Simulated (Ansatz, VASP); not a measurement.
## One calculation of ZnS, two programs

```xyz
2
Lattice="0.0000 2.6484 2.6484 2.6484 0.0000 2.6484 2.6484 2.6484 0.0000" Properties=species:S:1:pos:R:3 pbc="T T T"
Zn    0.0000    0.0000    0.0000
S     3.9726    3.9726    3.9726
```

Alike in both runs: functional LDA; k mesh 8 × 8 × 8; occupations gaussian, width 0.02 eV; no spin polarisation.

Ansatz relaxed the structure, and its values are those at the end. VASP's run is a single point on that final structure, the one shown.

|  | VASP | Ansatz |
| --- | --- | --- |
| version | VASP 6.6.1 | Ansatz 0.2.0 |
| potentials or method | VASP PAW LDA potentials, release 64 (Zn, S), cutoff 520 eV | scalar-relativistic, plane waves, PAW |
| valence electrons in the cell | 18 | 18 |

|  | VASP | Ansatz | Ansatz less VASP |
| --- | --- | --- | --- |
| gap on the k mesh at the Fermi level (eV) | 2.16 | 2.12 | -0.041 |
| least direct gap on the mesh (eV) | 2.16 | 2.12 | -0.041 |
| pressure (GPa) | 0.3 | 0.0 | -0.27 |

Ansatz warns that its potentials were made for another functional, while VASP's fit it. LDA's correlation is that of Perdew and Zunger in VASP and of Perdew and Wang (1992) in Ansatz.
